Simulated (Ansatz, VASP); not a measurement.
## Two plane-wave programs on Fe

INCAR

```
SYSTEM = Fe
ALGO     = Normal         ! electronic algorithm
EDIFF    = 1E-6           ! SCF threshold, eV
EDIFFG   = -0.01          ! ionic threshold
ENCUT    = 600            ! plane-wave cutoff, eV
GGA      = PS             ! functional
IBRION   = 2              ! ionic algorithm
ISIF     = 3              ! what is computed and relaxed
ISMEAR   = 0              ! smearing method
LASPH    = .TRUE.         ! aspherical terms in the spheres
LCHARG   = .FALSE.        ! write CHGCAR
LREAL    = .FALSE.        ! projectors in reciprocal space
LWAVE    = .FALSE.        ! write WAVECAR
NELM     = 100            ! most SCF steps
NSW      = 100            ! ionic steps
PREC     = Accurate       ! precision mode
SIGMA    = 0.1            ! smearing width, eV
```

File KPOINTS:

```
k-points
0
G
  28 28 28
  0 0 0
```

Contents of POSCAR:

```
Fe
1.0
    0.0000000000      1.7025274223      1.7025274223
    1.7025274223      0.0000000000      1.7025274223
    1.7025274223      1.7025274223      0.0000000000
Fe
1
Direct
    0.5000000000      0.5000000000      0.5000000000
```

Input for Ansatz:

```yaml
crystal:
  lattice:
    - [0.0, 1.7025274223, 1.7025274223]
    - [1.7025274223, 0.0, 1.7025274223]
    - [1.7025274223, 1.7025274223, 0.0]
  atoms:
    - { symbol: Fe, position: [0.5, 0.5, 0.5] }
basis:
  ecutwfc: 420
kpoints:
  mp_grid: { grid: [28, 28, 28] }
hamiltonian:
  xc: pbesol
scf:
  occupations: { method: gaussian, width: 0.1 }
output:
  forces: true
  stress: true
  eigenvalues: true
relax:
  adjacent_minimum: "off"
  f_tol: 0.01
  max_steps: 80
  cell: { stress_tol: 0.05 }
```

Alike in both runs: task relaxation of cell and atoms; functional PBEsol; k mesh 28 × 28 × 28; occupations gaussian, width 0.1 eV; no spin polarisation.

|  | VASP | Ansatz |
| --- | --- | --- |
| version | VASP 6.6.1 | Ansatz 0.2.0 |
| potentials or method | VASP PAW PBE potentials, release 64 (Fe), cutoff 600 eV | scalar-relativistic, plane waves, PAW |
| valence electrons in the cell | 8 | 16 |

|  | VASP | Ansatz | Ansatz less VASP |
| --- | --- | --- | --- |
| gap on the k mesh at the Fermi level, each at its own relaxed structure (eV) | none | none | - |
| relaxed volume (Å³/atom) | 9.85 | 9.87 | +0.018 |
| relaxed cell length with the largest relative difference (Å) | 2.406 | 2.408 | +0.0014 |

VASP's potentials were made for PBE, not for PBEsol. A gap of «none» marks a metal or a gap that the smearing closes. VASP's potentials hold 8 valence electrons a cell and Ansatz's 16, so a difference there can come from the potentials and not from the codes.
